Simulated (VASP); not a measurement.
Runs of VASP 6.6.1 on Ir. The structure is that of space group Fd-3m (No. 227), or close to it. The cells are those of the table. This isn't the form of Ir at room conditions, which is fcc.

| task | cell | k mesh | cutoff (eV) | gap on the mesh (eV) | pressure (GPa) | relaxed volume (Å³/atom) |
| --- | --- | --- | --- | --- | --- | --- |
| single point | a = 3.893 Å, angles 60.0°, 2 atoms | 14 × 14 × 14 | 520 | none | -0.3 | - |
| single point | a = 3.896 Å, angles 60.0°, 2 atoms | 6 × 6 × 6 | 500 | none | -0.3 | - |
| relaxation of cell and atoms | relaxed from a = 3.896 Å, angles 60.0°, 2 atoms | 14 × 14 × 14 | 600 | none | 0.0 | 20.83 |
| relaxation of cell and atoms | relaxed from a = 4.471 Å, angles 60.0°, 2 atoms | 6 × 6 × 6 | 500 | none | 0.0 | 20.88 |
| single point | a = 4.471 Å, angles 60.0°, 2 atoms | 6 × 6 × 6 | 500 | none | (a) | - |

Alike in all rows: level PBEsol; potentials or basis VASP PAW PBE potentials, release 64 (Ir); no spin polarisation; smearing gaussian 0.1 eV.

Task: Fill in the values left out.

Result: (a) -29.4.

Caveats: the PAW data sets were made with another functional, which shifts forces and pressure a little; spin-orbit coupling is left out, which moves the levels of the heavy elements; the volume moved by over 15 % at a fixed basis, so the end points are rough (at least some runs); the cell stands under tension (at least some runs).

A k mesh can miss the band edges, and the runs leave out spin-orbit coupling on Ir.

A gap of «none» marks levels without a gap at the run's occupations.
